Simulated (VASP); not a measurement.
Set up this calculation in VASP 6.6.1, as the native input.

| Quantity | Value |
| --- | --- |
| Task | single point |
| Functional | PBE |
| Potentials or basis | VASP PAW PBE potentials, release 64 (H, Mo_sv) |
| Cutoff | 500 eV |
| k mesh | 3 × 3 × 3 |
| Occupations | gaussian, width 0.15 eV |
| Spin | no spin polarisation |
| Dipole correction | no |
| Further INCAR settings | ALGO = Normal; EDIFF = 1e-06; NBANDS = 27 |

The structure of MoH3 lies in POSCAR:

```
MoH3
1.0
    4.3705044289      0.0000000000      0.0000000000
   -2.1852522144      3.7849678627      0.0000000000
    0.0000000000      0.0000000000      3.0291963986
H Mo
6 2
Direct
    0.1722191082      0.3444382165      0.2500000000
    0.6555617835      0.8277808918      0.2500000000
    0.1722191082      0.8277808918      0.2500000000
    0.8277808918      0.6555617835      0.7500000000
    0.3444382165      0.1722191082      0.7500000000
    0.8277808918      0.1722191082      0.7500000000
    0.3333333333      0.6666666667      0.7500000000
    0.6666666667      0.3333333333      0.2500000000
```

These files were run (other wordings do the same):

INCAR

```
PREC     = Accurate       # precision mode
ENCUT    = 500            # plane-wave cutoff, eV
EDIFF    = 1E-6           # SCF threshold, eV
ISMEAR   = 0              # smearing method
SIGMA    = 0.15           # smearing width, eV
LREAL    = False          # projectors in reciprocal space
LASPH    = True           # aspherical terms in the spheres
NELM     = 120            # most SCF steps
ALGO     = Normal         # electronic algorithm
ISIF     = 2              # what is computed and relaxed
LWAVE    = False          # write WAVECAR
LCHARG   = False          # write CHGCAR
GGA      = PE             # functional
NBANDS   = 27             # bands
GGA_COMPAT= False
```

KPOINTS

```
Automatic mesh
0
Gamma
  3 3 3
```

Potentials or basis: VASP PAW PBE potentials, release 64 (H, Mo_sv).

Command:

```bash
$ cat potpaw_PBE.64/H/POTCAR potpaw_PBE.64/Mo_sv/POTCAR > POTCAR
$ mpirun -np 1 vasp_std > vasp.out
```

It gave:

The pressure is -0.1 GPa, the largest force is 0.003 eV/Å and the band gap on the k mesh is zero (band 17 reaches 9.64 eV, above the bottom of band 18 at 8.29 eV).

Caveat: the k points lie up to 0.69 Å⁻¹ apart.

Run time: 4.6 s on 1 thread of Intel(R) Xeon(R) 6975P-C (Granite Rapids) (shared host), peak memory 0.15 GiB.
